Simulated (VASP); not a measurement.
# Al (Im-3m) in VASP: further runs

Runs on Al. Level: PBE0. Tasks: single point.

Everything below comes from runs of VASP 6.6.1. Logs are shortened: lines on timing, memory, paths and dates and some standing lists are left out, and cuts for length are marked.

**1. The cell of the first run**

Symmetry: Im-3m, No. 229, cubic system. Conventional cell: a = 3.182 Å, b = 3.182 Å, c = 3.182 Å, α = 90.00°, β = 90.00°, γ = 90.00°. Within 3.6 Å of Al (site symmetry m-3m) lie 14 Al at 2.76 to 3.18 Å.

**2. Single point, PBE0**

POSCAR reads:

```
Al
1.0
   -1.5912186900      1.5912186900      1.5912186900
    1.5912186900     -1.5912186900      1.5912186900
    1.5912186900      1.5912186900     -1.5912186900
Al
1
Direct
    0.0000000000      0.0000000000      0.0000000000
```

INCAR.step1 reads:

```
SYSTEM = Al
PREC = Accurate
ENCUT = 520
EDIFF = 1E-5
ISMEAR = -1
SIGMA = 0.05
LREAL = .False.
LASPH = .True.
NELM = 60
ALGO = Normal
ISIF = 2
LWAVE = .True.
LCHARG = .False.
GGA = PE
NBANDS = 8
```

INCAR.step2 reads:

```
SYSTEM = Al
PREC = Accurate
ENCUT = 520
EDIFF = 1E-6
ISMEAR = -1
SIGMA = 0.05
LREAL = .False.
LASPH = .True.
NELM = 60
ALGO = Normal
ISIF = 2
LWAVE = .False.
LCHARG = .False.
GGA = PE
LHFCALC = .True.
AEXX = 0.25
PRECFOCK = Normal
ISTART = 1
NBANDS = 8
```

KPOINTS reads:

```
Automatic mesh
0
Gamma
  6 6 6
  0 0 0
```

Potentials or basis: VASP PAW PBE potentials, release 64 (Al).

Started as:

```
$ cat potpaw_PBE.64/Al/POTCAR > POTCAR
$ cp INCAR.step1 INCAR
$ mpirun -np 1 vasp_std > vasp.out
$ cp INCAR.step2 INCAR
$ mpirun -np 1 vasp_std > vasp.out
```

OUTCAR:

```text
SYSTEM = Al
   PREC = Accurate
   ENCUT = 520
   EDIFF = 1E-6
   ISMEAR = -1
   LREAL = .False.
   LASPH = .True.
   NELM = 60
   ISIF = 2
   GGA = PE
   LHFCALC = .True.
   AEXX = 0.25
   PRECFOCK = Normal
   ISTART = 1

 ion  position               nearest neighbor table
   1  0.000  0.000  0.000-

  LATTYP: Found a body centered cubic cell.
 ALAT       =     3.1824373800

  Lattice vectors:

 A1 = (  -1.5912186900,   1.5912186900,   1.5912186900)
 A2 = (   1.5912186900,  -1.5912186900,   1.5912186900)
 A3 = (   1.5912186900,   1.5912186900,  -1.5912186900)

Analysis of symmetry for initial positions (statically):
=====================================================================
 Subroutine PRICEL returns:
 Original cell was already a primitive cell.

 Routine SETGRP: Setting up the symmetry group for a
 body centered cubic supercell.

 Subroutine GETGRP returns: Found 48 space group operations
[... 9 lines left out ...]

 Routine SETGRP: Setting up the symmetry group for a
 body centered cubic supercell.

 Subroutine GETGRP returns: Found 48 space group operations
[... 11 lines left out ...]
                                     Primitive cell

  volume of cell :      16.1157

  direct lattice vectors                    reciprocal lattice vectors
    -1.591218690  1.591218690  1.591218690     0.000000000  0.314224565  0.314224565
     1.591218690 -1.591218690  1.591218690     0.314224565  0.000000000  0.314224565
     1.591218690  1.591218690 -1.591218690     0.314224565  0.314224565  0.000000000

  length of vectors
     2.756071617  2.756071617  2.756071617     0.444380641  0.444380641  0.444380641

  position of ions in fractional coordinates (direct lattice)
     0.000000000  0.000000000  0.000000000

  ion indices of the primitive-cell ions
   primitive index   ion index
                 1           1

----------------------------------------------------------------------------------------

 KPOINTS: Automatic mesh

Automatic generation of k-mesh.
 Grid dimensions read from file:
 generate k-points for:    6    6    6

 Generating k-lattice:

  Cartesian coordinates                     Fractional coordinates (reciprocal lattice)
     0.000000000  0.052370761  0.052370761     0.166666667  0.000000000  0.000000000
     0.052370761  0.000000000  0.052370761     0.000000000  0.166666667  0.000000000
     0.052370761  0.052370761  0.000000000     0.000000000  0.000000000  0.166666667

  Length of vectors
     0.074063440  0.074063440  0.074063440

  Shift w.r.t. Gamma in fractional coordinates (k-lattice)
     0.000000000  0.000000000  0.000000000

 Subroutine IBZKPT returns following result:
 ===========================================

 Found     16 irreducible k-points:

 Following reciprocal coordinates:
            Coordinates               Weight
  0.000000  0.000000  0.000000      1.000000
  0.166667  0.000000  0.000000     12.000000
  0.333333  0.000000  0.000000     12.000000
  0.500000  0.000000  0.000000      6.000000
  0.166667  0.166667  0.000000     24.000000
  0.333333  0.166667  0.000000     48.000000
  0.333333  0.333333  0.000000      8.000000
  0.166667  0.166667  0.166667      8.000000
  0.333333  0.166667  0.166667     12.000000
 -0.166667  0.166667  0.166667      6.000000
 -0.333333  0.333333  0.166667     24.000000
  0.500000  0.500000  0.166667     12.000000
 -0.333333  0.500000  0.166667     24.000000
 -0.333333  0.333333  0.333333      6.000000
  0.500000  0.500000  0.333333     12.000000
  0.500000  0.500000  0.500000      1.000000
   k-points           NKPTS =     16   k-points in BZ     NKDIM =    216   number of bands    NBANDS=      8
   number of dos      NEDOS =    301   number of ions     NIONS =      1
   total plane-waves  NPLWV =   8000
   dimension x,y,z NGX =    20 NGY =   20 NGZ =   20
   dimension x,y,z NGXF=    40 NGYF=   40 NGZF=   40
   ions per type =               1
   NGX,Y,Z   is equivalent  to a cutoff of  12.06, 12.06, 12.06 a.u.
   NGXF,Y,Z  is equivalent  to a cutoff of  24.13, 24.13, 24.13 a.u.
 SYSTEM =  Al
   PREC   = accura    normal or accurate (medium, high low for compatibility)
   ISTART =      1    job   : 0-new  1-cont  2-samecut
   ICHARG =      0    charge: 1-file 2-atom 10-const
   ISPIN  =      1    spin polarized calculation?
   LNONCOLLINEAR =      F non collinear calculations
   LSORBIT =      F    spin-orbit coupling
   LASPH  =      T    aspherical Exc in radial PAW
   ENCUT  =  520.0 eV  38.22 Ry    6.18 a.u.   5.12  5.12  5.12*2*pi/ulx,y,z
   NELM   =     60;   NELMIN=  2; NELMDL=  0     # of ELM steps
   EDIFF  = 0.1E-05   stopping-criterion for ELM
   LREAL  =      F    real-space projection
   EDIFFG = 0.1E-04   stopping-criterion for IOM
   NSW    =      0    number of steps for IOM
   IBRION =     -1    ionic relax: 0-MD 1-quasi-New 2-CG
   NFREE  =      0    steps in history (QN), initial steepest desc. (CG)
   ISIF   =      2    stress and relaxation
   ISYM   =      3    0-nonsym 1-usesym 2-fastsym
   POTIM  = 0.5000    time-step for ionic-motion
   TEBEG  =    0.0;   TEEND  =   0.0 temperature during run
   PSTRESS=    0.0 pullay stress
   NELECT =       3.0000    total number of electrons
   NUPDOWN=      -1.0000    fix difference up-down
   EMIN   =  10.00;   EMAX   =-10.00  energy-range for DOS
   EFERMI =   0.00;   METHOD = LEGACY
   ISMEAR =    -1;   SIGMA  =   0.05  broadening in eV -4-tet -1-fermi 0-gaus
   EFERMI_NEDOS =   21; number of points for ismear=-14 and -15
   IALGO  =     38    algorithm
   IMIX   =      1    mixing-type and parameters
     AMIX     =   0.40;   BMIX     =  1.00
     AMIX_MAG =   1.60;   BMIX_MAG =  1.00
  volume/ion in A,a.u.               =      16.12       108.75
  Fermi-wavevector in a.u.,A,eV,Ry     =   0.934757  1.766435 11.888371  0.873771
  Thomas-Fermi vector in A             =   2.061595
   LORBIT       =      0    0 simple, 1 ext, 2 COOP (PROOUT), +10 PAW based schemes
   GGA     = PE    functional components
   LHFCALC =     T    Hartree Fock is set to
   PRECFOCK=normal    Normal, Fast or Accurate (Low or Medium for compatibility)
   ENCUT4O =  -1.0   cutoff for four orbital integrals eV
   NKREDX  =     1    reduce k-point grid by
   NKREDY  =     1    reduce k-point grid by
   NKREDZ  =     1    reduce k-point grid by
   AEXX    =    0.2500 exact exchange contribution
   HFSCREEN=    0.0000 screening length (either q_TF or 0.3 A-1)
   HFSCREENC=   0.0000 screening length for correlation (either q_TF or 0.3 A-1)
   ENCUTFOCK=  -1.0 apply spherical cutoff to Coloumb kernel
   IVDW    =     0    specifies the selected vdW correction
   LEPSILON=     F    determine dielectric tensor
   LRPA    =     F    only Hartree local field effects (RPA)
 non-spin polarized calculation
  energy-cutoff  :      520.00
  volume of cell :       16.12
 maximum number of plane-waves:       466
  NGX = 16; NGY = 16; NGZ = 16

 number of electron       3.0000000 magnetization

 Free energy of the ion-electron system (eV)
  ---------------------------------------------------
  ext. energy  EPLUGINS =         0.00000000
  ---------------------------------------------------
  free energy    TOTEN  =        -4.36671269 eV

  energy without entropy =       -4.36252636  energy(sigma->0) =       -4.36461953

 E-fermi :   8.5090     XC(G=0):  -8.0909

 val. band max:        7.0045974614   @ k =   0.5000   0.5000   0.3333
 cond. band min:       8.6063042690   @ k =  -0.3333   0.5000   0.1667
 fundamental gap:      1.6017068075
 Fermi energy:         8.5090087609

 k-point     1 :       0.0000    0.0000    0.0000
  band No.  band energies     occupation
      1      -5.0877      2.00000
      2      23.2146      0.00000
      3      23.2146      0.00000
      4      23.2146      0.00000
      5      24.8908      0.00000
      6      24.8908      0.00000
      7      24.8908      0.00000
      8      26.2639      0.00000

 k-point     2 :       0.1667    0.0000    0.0000
  band No.  band energies     occupation
      1      -4.1796      2.00000
      2      17.2205      0.00000
      3      20.5460      0.00000
      4      20.9271      0.00000
      5      22.5181      0.00000
      6      23.7602      0.00000
      7      26.6669      0.00000
      8      26.8955      0.00000

 k-point     3 :       0.3333    0.0000    0.0000
  band No.  band energies     occupation
      1      -1.4665      2.00000
      2       9.9390      0.00000
      3      18.5355      0.00000
      4      18.6313      0.00000
      5      20.3740      0.00000
      6      21.9449      0.00000
      7      28.8070      0.00000
      8      29.3842      0.00000

 k-point     4 :       0.5000    0.0000    0.0000
  band No.  band energies     occupation
      1       2.7562      2.00000
      2       3.3969      2.00000
      3      17.8259      0.00000
      4      17.8612      0.00000
      5      19.6386      0.00000
      6      21.2507      0.00000
      7      30.9683      0.00000
      8      32.4228      0.00000

 k-point     5 :       0.1667    0.1667    0.0000
  band No.  band energies     occupation
      1      -2.3692      2.00000
      2      13.7716      0.00000
      3      14.4557      0.00000
      4      18.8064      0.00000
      5      23.4915      0.00000
      6      23.9957      0.00000
      7      28.0825      0.00000
      8      28.3518      0.00000

 k-point     6 :       0.3333    0.1667    0.0000
  band No.  band energies     occupation
      1       1.2339      2.00000
      2       6.7165      2.00000
      3      12.5282      0.00000
      4      17.3735      0.00000
      5      22.3815      0.00000
      6      25.7862      0.00000
      7      27.8059      0.00000
      8      31.1403      0.00000

 k-point     7 :       0.3333    0.3333    0.0000
  band No.  band energies     occupation
      1       5.4288      2.00000
      2       5.4288      2.00000
      3       6.6618      2.00000
      4      16.6604      0.00000
      5      25.7495      0.00000
      6      25.7495      0.00000
      7      26.3986      0.00000
      8      33.9969      0.00000

 k-point     8 :       0.1667    0.1667    0.1667
  band No.  band energies     occupation
      1       0.3322      2.00000
      2      11.2545      0.00000
      3      11.2545      0.00000
      4      12.6389      0.00000
      5      29.0819      0.00000
      6      29.0819      0.00000
      7      29.3508      0.00000
      8      29.3508      0.00000

 k-point     9 :       0.3333    0.1667    0.1667
  band No.  band energies     occupation
      1       4.5231      2.00000
      2       5.2083      2.00000
      3      10.4148      0.00000
      4      11.4970      0.00000
      5      29.1523      0.00000
      6      29.1884      0.00000
      7      31.8572      0.00000
      8      33.1996      0.00000

 k-point    10 :      -0.1667    0.1667    0.1667
  band No.  band energies     occupation
      1      -3.2728      2.00000
      2      17.0455      0.00000
      3      17.0455      0.00000
      4      18.8704      0.00000
      5      20.1819      0.00000
      6      24.8462      0.00000
      7      27.4822      0.00000
      8      27.4822      0.00000

 k-point    11 :      -0.3333    0.3333    0.1667
  band No.  band energies     occupation
      1      -0.5609      2.00000
      2      10.7811      0.00000
      3      14.7662      0.00000
      4      17.1472      0.00000
      5      20.8157      0.00000
      6      23.8039      0.00000
      7      26.3863      0.00000
      8      29.8368      0.00000

 k-point    12 :       0.5000    0.5000    0.1667
  band No.  band energies     occupation
      1       3.6637      2.00000
      2       4.3524      2.00000
      3      13.9955      0.00000
      4      16.3793      0.00000
      5      23.1237      0.00000
      6      23.6694      0.00000
      7      24.2529      0.00000
      8      27.7432      0.00000

 k-point    13 :      -0.3333    0.5000    0.1667
  band No.  band energies     occupation
      1       3.0592      2.00000
      2       8.6063      0.25000
      3       9.5361      0.00000
      4      18.8005      0.00000
      5      19.6732      0.00000
      6      22.9913      0.00000
      7      24.4680      0.00000
      8      32.0889      0.00000

 k-point    14 :      -0.3333    0.3333    0.3333
  band No.  band energies     occupation
      1       2.1372      2.00000
      2      12.4061      0.00000
      3      12.4061      0.00000
      4      13.6720      0.00000
      5      15.7042      0.00000
      6      22.9858      0.00000
      7      29.6488      0.00000
      8      31.4246      0.00000

 k-point    15 :       0.5000    0.5000    0.3333
  band No.  band energies     occupation
      1       6.3161      2.00000
      2       7.0046      2.00000
      3      11.5905      0.00000
      4      13.6897      0.00000
      5      17.1784      0.00000
      6      18.5561      0.00000
      7      29.7400      0.00000
      8      32.2932      0.00000

 k-point    16 :       0.5000    0.5000    0.5000
  band No.  band energies     occupation
      1      12.2249      0.00000
      2      12.2249      0.00000
      3      12.2249      0.00000
      4      13.2224      0.00000
      5      13.2224      0.00000
      6      16.1992      0.00000
      7      36.1061      0.00000
      8      36.1061      0.00000

------------------------ aborting loop because EDIFF is reached ----------------------------------------

  FORCE on cell =-STRESS in cart. coord.  units (eV):
  Direction    XX          YY          ZZ          XY          YZ          ZX
  --------------------------------------------------------------------------------------
  -------------------------------------------------------------------------------------
  Total        0.3230637      0.3230637      0.3230637     -0.0000000     -0.0000000     -0.0000000
  in kB       32.1180515     32.1180515     32.1180515     -0.0000000     -0.0000000     -0.0000000
  external PRESSURE =      32.1180515 kB  Pullay stress =       0.0000000 kB

 VOLUME and BASIS-vectors are now :
 -----------------------------------------------------------------------------
  energy-cutoff  :      520.00
  volume of cell :       16.12
      direct lattice vectors                 reciprocal lattice vectors
    -1.591218690  1.591218690  1.591218690     0.000000000  0.314224565  0.314224565
     1.591218690 -1.591218690  1.591218690     0.314224565  0.000000000  0.314224565
     1.591218690  1.591218690 -1.591218690     0.314224565  0.314224565  0.000000000

 POSITION                                       TOTAL-FORCE (eV/Angst)
 -----------------------------------------------------------------------------------
      0.00000      0.00000      0.00000         0.000000      0.000000     -0.000000
 -----------------------------------------------------------------------------------
    total drift:                               -0.000000     -0.000000     -0.000000

  FREE ENERGIE OF THE ION-ELECTRON SYSTEM (eV)
  ---------------------------------------------------
  free  energy   TOTEN  =        -4.3667126948 eV

  energy  without entropy=       -4.3625263594  energy(sigma->0) =       -4.36461953
```

Wall time 52 s (1 thread of Intel Xeon Platinum 8259CL at 2.50GHz (Skylake/Cascade Lake), shared host); peak memory 0.12 GiB.

Results:

- Free energy: -4.3667 eV
- Pressure: 3.2 GPa

Levels at points of the mesh, in eV from the Fermi level:
| k point | band 1 | band 2 | band 3 | band 4 |
| --- | --- | --- | --- | --- |
| (0.00, 0.00, 0.00) | -13.60 | 14.71 | 14.71 | 14.71 |
| (0.50, 0.00, 0.00) | -5.75 | -5.11 | 9.32 | 9.35 |
| (0.50, 0.50, 0.50) | 3.72 | 3.72 | 3.72 | 4.71 |

Caveat: the k points lie up to 0.47 Å⁻¹ apart; the PAW data sets were made with another functional, which shifts forces and pressure a little.

**3. Single point, PBE0**

This run uses another cell than the first one, of 16.44 Å³/atom, 1.020 times its volume.

POSCAR reads:

```
Al
1.0
   -1.6017568692      1.6017568692      1.6017568692
    1.6017568692     -1.6017568692      1.6017568692
    1.6017568692      1.6017568692     -1.6017568692
Al
1
Direct
    0.0000000000      0.0000000000      0.0000000000
```

INCAR.step1 reads:

```
SYSTEM = Al
  PREC = Accurate
  ENCUT = 520
  EDIFF = 1E-5
  ISMEAR = -1
  SIGMA = 0.05
  LREAL = .FALSE.
  LASPH = .TRUE.
  NELM = 80
  ALGO = Normal
  ISIF = 2
  LWAVE = .TRUE.
  LCHARG = .FALSE.
  GGA = PE
  NBANDS = 8
```

INCAR.step2 reads:

```
SYSTEM = Al
  PREC = Accurate
  ENCUT = 520
  EDIFF = 1E-7
  ISMEAR = -1
  SIGMA = 0.05
  LREAL = .FALSE.
  LASPH = .TRUE.
  NELM = 80
  ALGO = Normal
  ISIF = 2
  LWAVE = .FALSE.
  LCHARG = .FALSE.
  GGA = PE
  LHFCALC = .TRUE.
  AEXX = 0.25
  PRECFOCK = Normal
  ISTART = 1
  NBANDS = 8
```

KPOINTS reads:

```
Automatic mesh
0
G
  6 6 6
  0 0 0
```

Potentials or basis: VASP PAW PBE potentials, release 64 (Al).

Started as:

```
$ cat potpaw_PBE.64/Al/POTCAR > POTCAR
$ cp INCAR.step1 INCAR
$ mpirun -np 1 vasp_std > vasp.out
$ cp INCAR.step2 INCAR
$ mpirun -np 1 vasp_std > vasp.out
```

Wall time 54 s (1 thread of Intel Xeon Platinum 8259CL at 2.50GHz (Skylake/Cascade Lake), shared host); peak memory 0.14 GiB.

The run converged. Its results:

| Property | Result |
| --- | --- |
| Free energy | -4.3714 eV |
| Pressure | 1.5 GPa |

Levels at points of the mesh, in eV from the Fermi level:
```
           k point  band 1  band 2  band 3  band 4  band 5
(0.00, 0.00, 0.00)  -13.47   14.55   14.55   14.55   16.05
(0.50, 0.00, 0.00)   -5.69   -5.11    9.17    9.24   10.96
(0.50, 0.50, 0.50)    3.65    3.65    3.65    4.70    4.70
```

Caveat: the k points lie up to 0.46 Å⁻¹ apart; the PAW data sets were made with another functional, which shifts forces and pressure a little.
